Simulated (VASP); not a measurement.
Wanted: the native input for a VASP 6.6.1 run.

```
Task                   : single point
Functional             : PBE
Potentials or basis    : VASP PAW PBE potentials, release 64 (B, P)
Cutoff                 : 500 eV
k mesh                 : 10 × 10 × 10
Occupations            : gaussian, width 0.02 eV
Spin                   : no spin polarisation
Dipole correction      : no
Further INCAR settings : ALGO = Normal; EDIFF = 1e-06; NBANDS = 11
```

The structure of BP (ha.bB) lies in POSCAR:

```
BP
1.0
    0.0000000000      2.2740784672      2.2740784672
    2.2740784672      0.0000000000      2.2740784672
    2.2740784672      2.2740784672      0.0000000000
B P
1 1
Direct
    0.0000000000      0.0000000000      0.0000000000
    0.2500000000      0.2500000000      0.2500000000
```

These files were run (other wordings do the same):

INCAR

```
PREC     = Accurate       # precision mode
ENCUT    = 500            # plane-wave cutoff, eV
EDIFF    = 1E-6           # SCF threshold, eV
ISMEAR   = 0              # smearing method
SIGMA    = 0.02           # smearing width, eV
LREAL    = False          # projectors in reciprocal space
LASPH    = True           # aspherical terms in the spheres
NELM     = 120            # most SCF steps
ALGO     = Normal         # electronic algorithm
ISIF     = 2              # what is computed and relaxed
LWAVE    = False          # write WAVECAR
LCHARG   = False          # write CHGCAR
GGA      = PE             # functional
NBANDS   = 11             # bands
GGA_COMPAT= False
```

KPOINTS

```
regular mesh
0
Gamma
  10 10 10
```

Potentials or basis: VASP PAW PBE potentials, release 64 (B, P).

The run is started by

```sh
$ cat potpaw_PBE.64/B/POTCAR potpaw_PBE.64/P/POTCAR > POTCAR
$ mpirun -np 1 vasp_std > vasp.out
```

It gave:

```
Pressure               : -0.2 GPa
Band gap on the k mesh : 1.25 eV, indirect (least direct gap 3.39 eV)
```

Run time: 13 s on 1 thread of Intel Xeon 8259CL, with other jobs on the host, peak memory 0.14 GiB.
